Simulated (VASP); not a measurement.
A run of VASP 6.6.1 is set up as follows.

INCAR

```
PREC = Accurate ; ENCUT = 600
EDIFF = 1E-6 ; ISMEAR = -1
SIGMA = 0.1 ; LREAL = False
LASPH = True ; NELM = 80
ALGO = Normal ; ISIF = 3
LWAVE = False ; LCHARG = False
GGA = PE ; IBRION = 2
NSW = 60 ; EDIFFG = -0.005
```

File KPOINTS:

```
regular mesh
0
Gamma
  16 16 15
```

POSCAR

```
Zn
1.0
    2.6851427498      0.0000000000      0.0000000000
   -1.3425713749      2.3254018341      0.0000000000
    0.0000000000      0.0000000000      2.5240341848
Zn
1
Direct
    0.0000000000      0.0000000000      0.0000000000
```

Potentials or basis: VASP PAW PBE potentials, release 64 (Zn).

Run with:

```sh
$ cat potpaw_PBE.64/Zn/POTCAR > POTCAR
$ mpirun -np 1 vasp_std > vasp.out
```

**Question.** What does it give for the space group after relaxing (to 0.1 Å)?

**Answer.** P6/mmm (No. 191).

**Question.** Estimate the relaxed cell.

**Answer.** a = 2.578 Å, b = 2.578 Å, c = 3.062 Å, α = 90.00°, β = 90.00°, γ = 120.00°.

Final structure:
```cif
data_structure
_symmetry_space_group_name_H-M 'P 1'
_symmetry_Int_Tables_number 1
_cell_length_a 2.5782
_cell_length_b 2.5782
_cell_length_c 3.0617
_cell_angle_alpha 90.000
_cell_angle_beta 90.000
_cell_angle_gamma 120.000
_cell_volume 17.62
loop_
_atom_site_label
_atom_site_type_symbol
_atom_site_fract_x
_atom_site_fract_y
_atom_site_fract_z
_atom_site_occupancy
Zn1 Zn 0.00000 0.00000 0.00000 1
```

Caveat: a cell axis changed by over 15 % at a fixed basis, so the end point is rough.
